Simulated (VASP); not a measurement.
Write the native input for VASP 6.6.1 that does the following.

| Item | Value |
| --- | --- |
| Task | single point |
| Functional | PBE |
| Potentials or basis | VASP PAW PBE potentials, release 64 (Si, Sb, Te) |
| Cutoff | 520 eV |
| k mesh | 6 × 6 × 4 |
| Occupations | gaussian, width 0.1 eV |
| Spin | no spin polarisation |
| Dipole correction | no |
| Further INCAR settings | ALGO = Normal; EDIFF = 1e-07; NBANDS = 18 |

The structure of SiSbTe2 lies in POSCAR:

```
SiSbTe2
1.0
    5.3646924626      0.0000000000      0.0000000000
   -2.6823462313      4.6459599561      0.0000000000
    0.0000000000      0.0000000000      5.2242446890
Si Sb Te
1 1 2
Direct
    0.0000000000      0.0000000000      0.0000000000
    0.0000000000      0.0000000000      0.5000000000
    0.3333333333      0.6666666667      0.0000000000
    0.6666666667      0.3333333333      0.0000000000
```

The cell was built from a structure type or drawn by symmetry, and may not be a known phase.

The input as run:

INCAR

```
  PREC = Accurate
  ENCUT = 520
  EDIFF = 1E-7
  ISMEAR = 0
  SIGMA = 0.1
  LREAL = F
  LASPH = T
  NELM = 100
  ALGO = Normal
  ISIF = 2
  LWAVE = F
  LCHARG = T
  GGA = PE
  LELF = T
  LVHAR = T
  NBANDS = 18
```

KPOINTS

```
regular mesh
0
Gamma
  6 6 4
```

Potentials or basis: VASP PAW PBE potentials, release 64 (Si, Sb, Te).

Launch:

```console
$ cat potpaw_PBE.64/Si/POTCAR potpaw_PBE.64/Sb/POTCAR potpaw_PBE.64/Te/POTCAR > POTCAR
$ mpirun -np 1 vasp_std > vasp.out
```

Results of the run:

* Pressure: 0.2 GPa
* Band gap on the k mesh: zero (an odd number of electrons rules out a gap without spin polarisation)

Caveat: spin-orbit coupling is left out, which moves the levels of the heavy elements.

Run time: 23 s on 1 thread of Intel(R) Xeon(R) 6975P-C (Granite Rapids), with other jobs on the host, peak memory 0.26 GiB.
